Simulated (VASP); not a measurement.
Runs of VASP 6.6.1 on BiTe. The structure is that of space group R-3m (No. 166), or close to it. The cells are those of the table. 

| cell | gap on the mesh (eV) | pressure (GPa) |
| --- | --- | --- |
| a = 4.335 Å, angles 64.8°, 2 atoms | none | 1.1 |
| a = 4.190 Å, angles 71.0°, 2 atoms | none | -0.5 |
| a = 4.153 Å, angles 72.9°, 2 atoms | none | -1.1 |
| a = 4.096 Å, angles 76.4°, 2 atoms | none | (a) |

Alike in all rows: task single point; level PBEsol; potentials or basis VASP PAW PBE potentials, release 64 (Bi_d, Te); no spin polarisation; k mesh 18 × 18 × 18; cutoff (eV) 520; smearing gaussian 0.15 eV.

Task: Fill in the values left out.

Result: (a) -2.2.

Caveats: the PAW data sets were made with another functional, which shifts forces and pressure a little; spin-orbit coupling is left out, which moves the levels of the heavy elements.

A k mesh can miss the band edges, and the runs leave out spin-orbit coupling on Bi, Te.

A gap of «none» marks levels without a gap at the run's occupations.
